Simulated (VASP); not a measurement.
Here is a VASP 6.6.1 calculation.

Contents of INCAR:

```
SYSTEM = Sb
  PREC = Accurate
  ENCUT = 520
  EDIFF = 1E-7
  ISMEAR = 0
  SIGMA = 0.05
  LREAL = .False.
  LASPH = .True.
  NELM = 100
  ALGO = Normal
  ISIF = 2
  LWAVE = .False.
  LCHARG = .True.
  GGA = PE
  LELF = .True.
  LVHAR = .True.
  NBANDS = 12
```

Contents of KPOINTS:

```
regular mesh
0
Gamma
  12 12 12
  0 0 0
```

The input POSCAR:

```
Sb
1.0
    2.1882108619      1.2633641302      3.8393205373
   -2.1882108619      1.2633641302      3.8393205373
    0.0000000000     -2.5267282603      3.8393205373
Sb
2
Direct
    0.2327863852      0.2327863852      0.2327863852
    0.7672136148      0.7672136148      0.7672136148
```

Potentials or basis: VASP PAW PBE potentials, release 64 (Sb).

The run is started by

```bash
$ cat potpaw_PBE.64/Sb/POTCAR > POTCAR
$ mpirun -np 1 vasp_std > vasp.out
```

Question: Estimate the largest force.

Answer: 0.035 eV/Å.

Question: Predict the pressure.

Answer: 0.0 GPa.

Forces on the atoms (eV/Å):
```
Sb   0.000  0.000  0.035
Sb   0.000  0.000 -0.035
```
